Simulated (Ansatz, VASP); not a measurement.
## One calculation of GaGe, two programs

The input INCAR:

```
SYSTEM = GaGe
PREC = Accurate ; ENCUT = 520
EDIFF = 1E-6 ; ISMEAR = -1
SIGMA = 0.05 ; LREAL = .False.
LASPH = .True. ; NELM = 60
ALGO = Normal ; ISIF = 2
LWAVE = .False. ; LCHARG = .False.
NBANDS = 20
```

File KPOINTS:

```
Automatic mesh
0
Gamma
  8 8 8
  0 0 0
```

POSCAR

```
GaGe
1.0
    0.0000000000      2.8386877276      2.8386877276
    2.8386877276      0.0000000000      2.8386877276
    2.8386877276      2.8386877276      0.0000000000
Ge Ga
1 1
Direct
    0.0000000000      0.0000000000      0.0000000000
    0.2500000000      0.2500000000      0.2500000000
```

input.yaml

```yaml
crystal:
  lattice:
    - [0.0, 2.8386877276, 2.8386877276]
    - [2.8386877276, 0.0, 2.8386877276]
    - [2.8386877276, 2.8386877276, 0.0]
  atoms:
    - { symbol: Ge, position: [0.0, 0.0, 0.0] }
    - { symbol: Ga, position: [0.25, 0.25, 0.25] }
kpoints:
  mp_grid: { grid: [8, 8, 8] }
scf:
  occupations: { method: fermi_dirac, width: 0.05 }
hamiltonian:
  xc: lda
  pseudopotentials: { kind: all_electron, lapw: { basis_error: 0.001 } }
output:
  forces: true
  stress: true
  eigenvalues: true
```

Change from the starting cell: volume scaled by 0.94.

Alike in both runs: task single point; functional LDA; k mesh 8 × 8 × 8; occupations fermi-dirac, width 0.05 eV; no spin polarisation.

|  | VASP | Ansatz |
| --- | --- | --- |
| version | VASP 6.6.1 | Ansatz 0.2.0 |
| potentials or method | VASP PAW LDA potentials, release 64 (Ge_d, Ga_d), cutoff 520 eV | all-electron LAPW, scalar-relativistic |

Ansatz gave:

| Property | Result |
| --- | --- |
| gap on the k mesh at the Fermi level (eV) | none |
| pressure (GPa) | -1.1 |

Problem. Which values does VASP return?

Solution. gap on the k mesh at the Fermi level (eV): none; pressure (GPa): -1.0.

LDA's correlation is that of Perdew and Zunger in VASP and of Perdew and Wang (1992) in Ansatz. A gap of «none» marks a metal or a gap that the smearing closes. Ansatz ran all-electron here, and VASP with PAW potentials.
